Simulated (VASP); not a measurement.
Wanted: the native input for a VASP 6.6.1 run.

```
Task                   : single point
Functional             : LDA
Potentials or basis    : VASP PAW LDA potentials, release 64 (Sn_d)
Cutoff                 : 520 eV
k mesh                 : 12 × 12 × 12
Occupations            : fermi-dirac, width 0.15 eV
Spin                   : no spin polarisation
Dipole correction      : no
Further INCAR settings : ALGO = Normal; EDIFF = 1e-06; NBANDS = 13
```

The structure of Sn lies in POSCAR:

```
Sn
1.0
   -1.7714040966      1.8216855973      2.3991051451
    1.7714040966     -1.8216855973      2.3991051451
    1.7714040966      1.8216855973     -2.3991051451
Sn
1
Direct
    0.0000000000      0.0000000000      0.0000000000
```

The input as run:

INCAR

```
PREC     = Accurate       # precision mode
ENCUT    = 520            # plane-wave cutoff, eV
EDIFF    = 1E-6           # SCF threshold, eV
ISMEAR   = -1             # smearing method
SIGMA    = 0.15           # smearing width, eV
LREAL    = False          # projectors in reciprocal space
LASPH    = True           # aspherical terms in the spheres
NELM     = 80             # most SCF steps
ALGO     = Normal         # electronic algorithm
ISIF     = 2              # what is computed and relaxed
LWAVE    = False          # write WAVECAR
LCHARG   = False          # write CHGCAR
NBANDS   = 13             # bands
```

KPOINTS

```
regular mesh
0
Gamma
  12 12 12
```

Potentials or basis: VASP PAW LDA potentials, release 64 (Sn_d).

Launch:

```bash
$ cat potpaw_LDA.64/Sn_d/POTCAR > POTCAR
$ mpirun -np 1 vasp_std > vasp.out
```

Results of the run:

| Quantity | Value |
| --- | --- |
| Pressure | -6.7 GPa |
| Band gap on the k mesh | zero (band 7 reaches 12.72 eV, above the bottom of band 8 at 4.67 eV) |

Caveat: spin-orbit coupling is left out, which moves the levels of the heavy elements.

It took 61 s on 1 thread of AMD EPYC 9R45 (Zen 5), on a shared host, peak memory 0.18 GiB.
